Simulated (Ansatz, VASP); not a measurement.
Two plane-wave programs on CaO

```xyz
2
Lattice="0.0000 2.3836 2.3836 2.3836 0.0000 2.3836 2.3836 2.3836 0.0000" Properties=species:S:1:pos:R:3 pbc="T T T"
Ca    0.0000    0.0000    0.0000
O     2.3836    2.3836    2.3836
```

Alike in both runs: functional PBEsol; k mesh 8 × 8 × 8; occupations gaussian, width 0.02 eV; no spin polarisation.

Ansatz relaxed the structure, and its values are those at the end. VASP's run is a single point on that final structure, the one shown.

|  | VASP | Ansatz |
| --- | --- | --- |
| version | VASP 6.6.1 | Ansatz 0.2.0 |
| potentials or method | VASP PAW PBE potentials, release 64 (Ca_sv, O), cutoff 520 eV | scalar-relativistic, plane waves, PAW |
| valence electrons in the cell | 16 | 16 |

```csv
,VASP,Ansatz,Ansatz less VASP
gap on the k mesh at the Fermi level (eV),3.52,3.54,+0.023
least direct gap on the mesh (eV),3.89,3.92,+0.022
pressure (GPa),0.6,0.0,-0.62
```

VASP's potentials were made for PBE, not for PBEsol.
